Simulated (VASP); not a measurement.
# Be3ZnSe4 (Pmm2) in VASP: notebook, part 2 of 2

VASP 6.6.1.

### Step 4. Single point, r2SCAN

POSCAR reads:

```
Be3ZnSe4
1.0
    3.7476949000      0.0000000000      0.0000000000
    0.0000000000      7.5240339000      0.0000000000
    0.0000000000      0.0000000000      5.3274729000
Be Zn Se
3 1 4
Direct
    0.0000000000      0.5000000000      0.0030870000
    0.5000000000      0.7400880000      0.5001720000
    0.5000000000      0.2599120000      0.5001720000
    0.0000000000      0.0000000000      0.0006600000
    0.0000000000      0.2669960000      0.2628320000
    0.0000000000      0.7330040000      0.2628320000
    0.5000000000      0.0000000000      0.7099910000
    0.5000000000      0.5000000000      0.7602540000
```

INCAR.step1 reads:

```
SYSTEM = Be3ZnSe4
PREC     = Accurate       ! precision mode
ENCUT    = 520            ! plane-wave cutoff, eV
ISMEAR   = 0              ! smearing method
SIGMA    = 0.02           ! smearing width, eV
LREAL    = .False.        ! projectors in reciprocal space
LASPH    = .True.         ! aspherical terms in the spheres
NELM     = 100            ! most SCF steps
NBANDS   = 31             ! bands
GGA      = PE             ! functional
ALGO     = Normal         ! electronic algorithm
EDIFF    = 1E-4           ! SCF threshold, eV
LWAVE    = .True.         ! write WAVECAR
LCHARG   = .False.        ! write CHGCAR
```

INCAR.step2 reads:

```
SYSTEM = Be3ZnSe4
PREC     = Accurate       ! precision mode
ENCUT    = 520            ! plane-wave cutoff, eV
EDIFF    = 1E-6           ! SCF threshold, eV
ISMEAR   = 0              ! smearing method
SIGMA    = 0.02           ! smearing width, eV
LREAL    = .False.        ! projectors in reciprocal space
LASPH    = .True.         ! aspherical terms in the spheres
NELM     = 100            ! most SCF steps
ALGO     = Normal         ! electronic algorithm
ISIF     = 2              ! what is computed and relaxed
LWAVE    = .False.        ! write WAVECAR
LCHARG   = .False.        ! write CHGCAR
METAGGA  = R2SCAN         ! meta-GGA
LMIXTAU  = .True.       
NBANDS   = 31             ! bands
ISTART   = 1
```

KPOINTS reads:

```
Automatic mesh
0
Gamma
  6 4 4
  0 0 0
```

Potentials or basis: VASP PAW PBE potentials, release 64 (Be, Zn, Se).

On the command line:

```
$ cat potpaw_PBE.64/Be/POTCAR potpaw_PBE.64/Zn/POTCAR potpaw_PBE.64/Se/POTCAR > POTCAR
$ cp INCAR.step1 INCAR
$ mpirun -np 1 vasp_std > vasp.out
$ cp INCAR.step2 INCAR
$ mpirun -np 1 vasp_std > vasp.out
```

OUTCAR:

```text
SYSTEM = Be3ZnSe4
   PREC = Accurate
   ENCUT = 520
   EDIFF = 1E-6
   ISMEAR = 0
   LREAL = .False.
   LASPH = .True.
   NELM = 100
   ISIF = 2
   METAGGA = R2SCAN
   ISTART = 1

 ion  position               nearest neighbor table
   1  0.000  0.500  0.003-   5 2.23   6 2.23   8 2.28   8 2.28
   2  0.500  0.740  0.500-   7 2.25   6 2.26   6 2.26   8 2.28
   3  0.500  0.260  0.500-   7 2.25   5 2.26   5 2.26   8 2.28
   4  0.000  0.000  0.001-   7 2.43   7 2.43   5 2.45   6 2.45
   5  0.000  0.267  0.263-   1 2.23   3 2.26   3 2.26   4 2.45
   6  0.000  0.733  0.263-   1 2.23   2 2.26   2 2.26   4 2.45
   7  0.500  0.000  0.710-   2 2.25   3 2.25   4 2.43   4 2.43
   8  0.500  0.500  0.760-   2 2.28   3 2.28   1 2.28   1 2.28

  LATTYP: Found a simple orthorhombic cell.
 ALAT       =     3.7476949000
 B/A-ratio  =     1.4215332470
 C/A-ratio  =     2.0076431248

  Lattice vectors:

 A1 = (  -3.7476949000,   0.0000000000,   0.0000000000)
 A2 = (   0.0000000000,   0.0000000000,   5.3274729000)
 A3 = (   0.0000000000,   7.5240339000,   0.0000000000)

Analysis of symmetry for initial positions (statically):
=====================================================================
 Subroutine PRICEL returns:
 Original cell was already a primitive cell.

 Routine SETGRP: Setting up the symmetry group for a
 simple orthorhombic supercell.

 Subroutine GETGRP returns: Found  4 space group operations
 (whereof  4 operations were pure point group operations)
 out of a pool of  8 trial point group operations.

The static configuration has the point symmetry C_2v.

Analysis of symmetry for dynamics (positions and initial velocities):
=====================================================================
 Subroutine PRICEL returns:
 Original cell was already a primitive cell.

 Routine SETGRP: Setting up the symmetry group for a
 simple orthorhombic supercell.

 Subroutine GETGRP returns: Found  4 space group operations
 (whereof  4 operations were pure point group operations)
 out of a pool of  8 trial point group operations.

The dynamic configuration has the point symmetry C_2v.

 Subroutine INISYM returns: Found  4 space group operations
 (whereof  4 operations are pure point group operations),
 and found     1 'primitive' translations

----------------------------------------------------------------------------------------

                                     Primitive cell

  volume of cell :     150.2229

  direct lattice vectors                    reciprocal lattice vectors
     3.747694900  0.000000000  0.000000000     0.266830686  0.000000000  0.000000000
     0.000000000  7.524033900  0.000000000     0.000000000  0.132907429  0.000000000
     0.000000000  0.000000000  5.327472900     0.000000000  0.000000000  0.187706258

  length of vectors
     3.747694900  7.524033900  5.327472900     0.266830686  0.132907429  0.187706258

  position of ions in fractional coordinates (direct lattice)
     0.000000000  0.500000000  0.003087000
     0.500000000  0.740088000  0.500172000
     0.500000000  0.259912000  0.500172000
     0.000000000  0.000000000  0.000660000
     0.000000000  0.266996000  0.262832000
     0.000000000  0.733004000  0.262832000
     0.500000000  0.000000000  0.709991000
     0.500000000  0.500000000  0.760254000
[... 45 lines left out ...]
  0.166667  0.250000  0.000000      4.000000
[... 16 lines left out ...]
  0.333333  0.500000  0.250000      4.000000
  0.500000  0.500000  0.250000      2.000000
 [... further k-points ...]
   k-points           NKPTS =     36   k-points in BZ     NKDIM =     36   number of bands    NBANDS=     31
   number of dos      NEDOS =    301   number of ions     NIONS =      8
   total plane-waves  NPLWV =  62720
   dimension x,y,z NGX =    28 NGY =   56 NGZ =   40
   dimension x,y,z NGXF=    56 NGYF=  112 NGZF=   80
   ions per type =               3   1   4
   NGX,Y,Z   is equivalent  to a cutoff of  12.42, 12.37, 12.48 a.u.
   NGXF,Y,Z  is equivalent  to a cutoff of  24.84, 24.75, 24.96 a.u.
 SYSTEM =  Be3ZnSe4
   PREC   = accura    normal or accurate (medium, high low for compatibility)
   ISTART =      1    job   : 0-new  1-cont  2-samecut
   ICHARG =      0    charge: 1-file 2-atom 10-const
   ISPIN  =      1    spin polarized calculation?
   LNONCOLLINEAR =      F non collinear calculations
   LSORBIT =      F    spin-orbit coupling
   LASPH  =      T    aspherical Exc in radial PAW
   ENCUT  =  520.0 eV  38.22 Ry    6.18 a.u.   6.97 13.99  9.91*2*pi/ulx,y,z
   NELM   =    100;   NELMIN=  2; NELMDL=  0     # of ELM steps
   EDIFF  = 0.1E-05   stopping-criterion for ELM
   LREAL  =      F    real-space projection
   EDIFFG = 0.1E-04   stopping-criterion for IOM
   NSW    =      0    number of steps for IOM
   IBRION =     -1    ionic relax: 0-MD 1-quasi-New 2-CG
   NFREE  =      0    steps in history (QN), initial steepest desc. (CG)
   ISIF   =      2    stress and relaxation
   ISYM   =      2    0-nonsym 1-usesym 2-fastsym
   POTIM  = 0.5000    time-step for ionic-motion
   TEBEG  =    0.0;   TEEND  =   0.0 temperature during run
   PSTRESS=    0.0 pullay stress
   NELECT =      42.0000    total number of electrons
   NUPDOWN=      -1.0000    fix difference up-down
   EMIN   =  10.00;   EMAX   =-10.00  energy-range for DOS
   EFERMI =   0.00;   METHOD = LEGACY
   ISMEAR =     0;   SIGMA  =   0.02  broadening in eV -4-tet -1-fermi 0-gaus
   EFERMI_NEDOS =   21; number of points for ismear=-14 and -15
   IALGO  =     38    algorithm
   IMIX   =      4    mixing-type and parameters
     AMIX     =   0.40;   BMIX     =  1.00
     AMIX_MAG =   1.60;   BMIX_MAG =  1.00
  volume/ion in A,a.u.               =      18.78       126.72
  Fermi-wavevector in a.u.,A,eV,Ry     =   1.070482  2.022917 15.591334  1.145931
  Thomas-Fermi vector in A             =   2.206193
   LORBIT       =      0    0 simple, 1 ext, 2 COOP (PROOUT), +10 PAW based schemes
   METAGGA = R2SCAN    functional components
   LHFCALC =     F    Hartree Fock is set to
   AEXX    =    0.0000 exact exchange contribution
   IVDW    =     0    specifies the selected vdW correction
   LEPSILON=     F    determine dielectric tensor
   LRPA    =     F    only Hartree local field effects (RPA)
 non-spin polarized calculation
 Gauss-broadening in eV      SIGMA  =   0.02
  energy-cutoff  :      520.00
  volume of cell :      150.22
 maximum number of plane-waves:      4072
 NGX is ok and might be reduce to    28
   NGX = 13   NGY = 27   NGZ = 19

 number of electron      42.0000030 magnetization

 Free energy of the ion-electron system (eV)
  ---------------------------------------------------
  ext. energy  EPLUGINS =         0.00000000
  ---------------------------------------------------
  free energy    TOTEN  =       -86.34100664 eV

  energy without entropy =      -86.34100664  energy(sigma->0) =      -86.34100664

 E-fermi :   2.6665     XC(G=0):  -9.8122

 val. band max:        2.5567366492   @ k =   0.0000   0.0000   0.0000
 cond. band min:       5.5366662107   @ k =   0.0000   0.0000   0.0000
 fundamental gap:      2.9799295616
 Fermi energy:         2.6665291840

 k-point     1 :       0.0000    0.0000    0.0000
  band No.  band energies     occupation
      1     -11.6243      2.00000
      2     -10.4603      2.00000
      3     -10.4601      2.00000
      4      -9.9940      2.00000
      5      -4.0106      2.00000
      6      -4.0013      2.00000
[... 805 lines left out ...]
     30      10.4517      0.00000
     31      10.6264      0.00000

 [... further k-points ...]

------------------------ aborting loop because EDIFF is reached ----------------------------------------

  FORCE on cell =-STRESS in cart. coord.  units (eV):
  Direction    XX          YY          ZZ          XY          YZ          ZX
  --------------------------------------------------------------------------------------
  -------------------------------------------------------------------------------------
  Total       -0.8878683     -0.9180933     -0.9946664      0.0000000      0.0000000      0.0000000
  in kB       -9.4694100     -9.7917691    -10.6084466      0.0000000      0.0000000      0.0000000
  external PRESSURE =      -9.9565419 kB  Pullay stress =       0.0000000 kB

 VOLUME and BASIS-vectors are now :
 -----------------------------------------------------------------------------
  energy-cutoff  :      520.00
  volume of cell :      150.22
      direct lattice vectors                 reciprocal lattice vectors
     3.747694900  0.000000000  0.000000000     0.266830686  0.000000000  0.000000000
     0.000000000  7.524033900  0.000000000     0.000000000  0.132907429  0.000000000
     0.000000000  0.000000000  5.327472900     0.000000000  0.000000000  0.187706258

 POSITION                                       TOTAL-FORCE (eV/Angst)
 -----------------------------------------------------------------------------------
      0.00000      3.76202      0.01645         0.000000      0.000000      0.000697
      1.87385      5.56845      2.66465         0.000000      0.010487      0.001583
      1.87385      1.95559      2.66465         0.000000     -0.010487      0.001583
      0.00000      0.00000      0.00352         0.000000      0.000000     -0.007212
      0.00000      2.00889      1.40023        -0.000000     -0.110071     -0.080854
      0.00000      5.51515      1.40023        -0.000000      0.110071     -0.080854
      1.87385      0.00000      3.78246         0.000000      0.000000      0.170509
      1.87385      3.76202      4.05023         0.000000      0.000000     -0.005452
 -----------------------------------------------------------------------------------
    total drift:                               -0.000000     -0.000000      0.005906

  FREE ENERGIE OF THE ION-ELECTRON SYSTEM (eV)
  ---------------------------------------------------
  free  energy   TOTEN  =       -86.3410066373 eV

  energy  without entropy=      -86.3410066373  energy(sigma->0) =      -86.34100664
```

Wall time 5.3 min (1 thread of AMD EPYC 9R45 (Zen 5), shared host); peak memory 0.32 GiB.

What came out:

| Item | Value |
| --- | --- |
| Free energy | -86.3410 eV |
| Pressure | -1.0 GPa |
| Largest force | 0.171 eV/Å |
| Band gap on the k mesh | 2.98 eV |

Forces on the atoms (eV/Å):
```
Be   0.000  0.000  0.001
Be   0.000  0.010  0.002
Be   0.000 -0.010  0.002
Zn   0.000  0.000 -0.007
Se   0.000 -0.110 -0.081
Se   0.000  0.110 -0.081
Se   0.000  0.000  0.171
Se   0.000  0.000 -0.005
```

Stress tensor (GPa, compression positive):
```
-0.95  0.00  0.00
 0.00 -0.98  0.00
 0.00  0.00 -1.06
```

Caveat: the PAW data sets were made with another functional, which shifts forces and pressure a little. A k mesh can miss the band edges.

### Step 5. Relaxation of cell and atoms, PBE

INCAR reads:

```
SYSTEM = Be3ZnSe4
ALGO     = Normal         ! electronic algorithm
EDIFF    = 1E-6           ! SCF threshold, eV
EDIFFG   = -0.01          ! ionic threshold
ENCUT    = 600            ! plane-wave cutoff, eV
GGA      = PE             ! functional
IBRION   = 2              ! ionic algorithm
ISIF     = 3              ! what is computed and relaxed
ISMEAR   = 0              ! smearing method
LASPH    = .TRUE.         ! aspherical terms in the spheres
LCHARG   = .FALSE.        ! write CHGCAR
LREAL    = .FALSE.        ! projectors in reciprocal space
LWAVE    = .FALSE.        ! write WAVECAR
NELM     = 100            ! most SCF steps
NSW      = 100            ! ionic steps
PREC     = Accurate       ! precision mode
SIGMA    = 0.02           ! smearing width, eV
```

KPOINTS reads:

```
k-points
0
G
  6 4 4
  0 0 0
```

POSCAR is that of step 4.

Potentials or basis: VASP PAW PBE potentials, release 64 (Be, Zn, Se).

On the command line:

```
$ cat potpaw_PBE.64/Be/POTCAR potpaw_PBE.64/Zn/POTCAR potpaw_PBE.64/Se/POTCAR > POTCAR
$ mpirun -np 1 vasp_std > vasp.out
```

OUTCAR:

```text
SYSTEM = Be3ZnSe4
   EDIFF = 1E-6
   EDIFFG = -0.01
   ENCUT = 600
   GGA = PE
   IBRION = 2
   ISIF = 3
   ISMEAR = 0
   LASPH = .TRUE.
   LREAL = .FALSE.
   NELM = 100
   NSW = 100
   PREC = Accurate

 ion  position               nearest neighbor table
   1  0.000  0.500  0.003-   5 2.23   6 2.23   8 2.28   8 2.28
   2  0.500  0.740  0.500-   7 2.25   6 2.26   6 2.26   8 2.28
   3  0.500  0.260  0.500-   7 2.25   5 2.26   5 2.26   8 2.28
   4  0.000  0.000  0.001-   7 2.43   7 2.43   5 2.45   6 2.45
   5  0.000  0.267  0.263-   1 2.23   3 2.26   3 2.26   4 2.45
   6  0.000  0.733  0.263-   1 2.23   2 2.26   2 2.26   4 2.45
   7  0.500  0.000  0.710-   2 2.25   3 2.25   4 2.43   4 2.43
   8  0.500  0.500  0.760-   2 2.28   3 2.28   1 2.28   1 2.28

  LATTYP: Found a simple orthorhombic cell.
 ALAT       =     3.7476949000
 B/A-ratio  =     1.4215332470
 C/A-ratio  =     2.0076431248

  Lattice vectors:

 A1 = (  -3.7476949000,   0.0000000000,   0.0000000000)
 A2 = (   0.0000000000,   0.0000000000,   5.3274729000)
 A3 = (   0.0000000000,   7.5240339000,   0.0000000000)

Analysis of symmetry for initial positions (statically):
[... 247 lines left out ...]
  band No.  band energies     occupation
      1     -10.8589      2.00000
      2      -9.7625      2.00000
      3      -9.7563      2.00000
      4      -9.3216      2.00000
      5      -3.6336      2.00000
      6      -3.6166      2.00000
[... 685 lines left out ...]
     25       6.8247      0.00000
     26       8.4882      0.00000

 [... further k-points ...]

------------------------ aborting loop because EDIFF is reached ----------------------------------------

  FORCE on cell =-STRESS in cart. coord.  units (eV):
  Direction    XX          YY          ZZ          XY          YZ          ZX
  --------------------------------------------------------------------------------------
  -------------------------------------------------------------------------------------
  Total       -0.0305403     -0.0278212     -0.0320250      0.0000000      0.0000000      0.0000000
  in kB       -0.3247277     -0.2958157     -0.3405141      0.0000000      0.0000000      0.0000000
  external PRESSURE =      -0.3203525 kB  Pullay stress =       0.0000000 kB

 VOLUME and BASIS-vectors are now :
 -----------------------------------------------------------------------------
  energy-cutoff  :      600.00
  volume of cell :      150.68
      direct lattice vectors                 reciprocal lattice vectors
     3.751571302  0.000000000  0.000000000     0.266554976  0.000000000  0.000000000
     0.000000000  7.531549660  0.000000000     0.000000000  0.132774800  0.000000000
     0.000000000  0.000000000  5.332945879     0.000000000  0.000000000  0.187513622

 POSITION                                       TOTAL-FORCE (eV/Angst)
 -----------------------------------------------------------------------------------
      0.00000      3.76577      0.01611         0.000000      0.000000     -0.001609
      1.87579      5.57420      2.66746         0.000000      0.001707      0.000020
      1.87579      1.95735      2.66746         0.000000     -0.001707      0.000020
      0.00000      7.53155      0.00391         0.000000      0.000000      0.001373
      0.00000      2.01128      1.40199        -0.000000      0.004291      0.001431
      0.00000      5.52027      1.40199         0.000000     -0.004291      0.001431
      1.87579      7.53155      3.78541         0.000000      0.000000     -0.002464
      1.87579      3.76577      4.05452         0.000000      0.000000     -0.000202
 -----------------------------------------------------------------------------------
    total drift:                               -0.000000      0.000000      0.000871

  FREE ENERGIE OF THE ION-ELECTRON SYSTEM (eV)
  ---------------------------------------------------
  free  energy   TOTEN  =       -32.4397806412 eV

  energy  without entropy=      -32.4397806412  energy(sigma->0) =      -32.43978064

 reached required accuracy - stopping structural energy minimisation
```

Wall time 2.3 min (1 thread of AMD EPYC 9R45 (Zen 5), shared host); peak memory 0.37 GiB.

Results:

- Free energy: -32.4398 eV
- Relaxed volume: 18.84 Å³/atom
- Relaxed cell: a = 3.752 Å, b = 7.532 Å, c = 5.333 Å, α = 90.00°, β = 90.00°, γ = 90.00°
- Space group after relaxing (to 0.1 Å): Pmm2 (No. 25)
- Energy gained by relaxing: 0.0 meV/atom
- Ionic steps: 2
- Pressure after relaxing: 0.0 GPa
- Largest force after relaxing: 0.005 eV/Å
- Band gap on the k mesh: 2.52 eV

Forces in eV/Å, atoms in the order of the input:
```
Be   0.000  0.000 -0.002
Be   0.000  0.002  0.000
Be   0.000 -0.002  0.000
Zn   0.000  0.000  0.001
Se   0.000  0.004  0.001
Se   0.000 -0.004  0.001
Se   0.000  0.000 -0.002
Se   0.000  0.000  0.000
```

The path:
```
step  energy change (eV)  largest force (eV/Å)  pressure (GPa)  volume (Å³)
   1              0.0000                0.0193            0.18       150.22
   2             -0.0002                0.0045           -0.03       150.68
```

Final structure:
```
Be Zn Se
1.0
     3.75157    0.00000    0.00000
     0.00000    7.53155    0.00000
     0.00000    0.00000    5.33295
Be Zn Se
3 1 4
Direct
  0.00000 0.50000 0.00302
  0.50000 0.74011 0.50018
  0.50000 0.25989 0.50018
  0.00000 0.00000 0.00073
  0.00000 0.26705 0.26289
  0.00000 0.73295 0.26289
  0.50000 0.00000 0.70982
  0.50000 0.50000 0.76028
```

### Step 6. Summary

| task | level | cell | cutoff (eV) | gap on the mesh (eV) | pressure (GPa) | largest force (eV/Å) |
| --- | --- | --- | --- | --- | --- | --- |
| single point | PBE | as given | 520 | 2.52 | 0.2 | 0.02 |
| single point | r2SCAN | as given | 520 | 2.98 | -1.0 | 0.17 |
| relaxation of cell and atoms | PBE | relaxed | 600 | 2.52 | 0.0 | - |

Alike in all rows: potentials or basis VASP PAW PBE potentials, release 64 (Be, Zn, Se); no spin polarisation; k mesh 6 × 4 × 4; smearing gaussian 0.02 eV.

Caveats: the PAW data sets were made with another functional, which shifts forces and pressure a little (at least some runs).

Total energies depend on the potentials used, so only differences within one code and one set of settings carry meaning.
